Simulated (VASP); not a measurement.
# NiSb: single point with PBE

NiSb:

```
Ni Sb
1.0
     4.23131    0.00000    0.00000
    -2.11565    3.66442    0.00000
     0.00000    0.00000    5.51535
Ni Sb
2 2
Direct
  0.00000 0.00000 0.00000
  0.00000 0.00000 0.50000
  0.33333 0.66667 0.25000
  0.66667 0.33333 0.75000
```

```yaml
Program: VASP 6.6.1
Task: single point
Functional: PBE
Potentials_or_basis: VASP PAW PBE potentials, release 64 (Ni, Sb)
Cutoff: 520 eV
k_mesh: 10 × 10 × 7
Occupations: fermi-dirac, width 0.05 eV
Spin: no spin polarisation
Dipole_correction: no
Further_INCAR_settings: ALGO = Normal; EDIFF = 1e-07; NBANDS = 23
```

```json
{"Pressure": "-13.4 GPa", "Band gap on the k mesh": "zero (bands 15 and 16 overlap by 2.24 eV)"}
```

Levels at points of the mesh, in eV from the Fermi level:
```csv
k point,band 12,band 13,band 14,band 15,band 16,band 17,band 18,band 19
"(0.00, 0.00, 0.00)",-0.87,0.05,0.56,0.56,2.01,2.01,3.00,3.11
"(0.50, 0.00, 0.00)",-1.23,-1.06,-0.91,-0.86,-0.49,0.98,3.09,3.38
```

Run time: 2.6 min on 1 thread of AMD EPYC 7R13, with other jobs on the host, peak memory 0.23 GiB.

Caveat: the cell stands under tension; spin-orbit coupling is left out, which moves the levels of the heavy elements. Spin polarisation is off, so any magnetic state and its effect on volume and gap are missing.
